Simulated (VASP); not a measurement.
Runs of VASP 6.6.1 on In. The structure is that of space group I4/mmm (No. 139), or close to it. The cells are those of the table. 

| cell | gap on the mesh (eV) | pressure (GPa) |
| --- | --- | --- |
| a = 3.329 Å, angles 123.5, 123.5, 84.0°, 1 atom | none | 0.2 |
| a = 3.519 Å, angles 127.6, 127.6, 77.2°, 1 atom | none | -2.6 |
| a = 3.238 Å, angles 123.5, 123.5, 84.0°, 1 atom | none | 5.2 |
| a = 3.489 Å, angles 124.9, 124.9, 81.7°, 1 atom | none | (b) |
| a = 3.314 Å, angles 124.9, 124.9, 81.7°, 1 atom | none | 2.6 |
| a = 3.482 Å, angles 126.3, 126.3, 79.5°, 1 atom | none | -2.9 |
| a = 3.562 Å, angles 127.6, 127.6, 77.2°, 1 atom | none | (a) |
| a = 3.268 Å, angles 124.9, 124.9, 81.7°, 1 atom | none | 5.4 |

Alike in all rows: task single point; level LDA; potentials or basis VASP PAW LDA potentials, release 64 (In_d); no spin polarisation; k mesh 22 × 22 × 22; cutoff (eV) 520; smearing gaussian 0.15 eV.

Fill in the values left out.

(a) -3.8; (b) -4.1.

Caveats: spin-orbit coupling is left out, which moves the levels of the heavy elements; the cell stands under pressure (at least some runs); the cell stands under tension (at least some runs).

A k mesh can miss the band edges, and the runs leave out spin-orbit coupling on In.

A gap of «none» marks levels without a gap at the run's occupations.
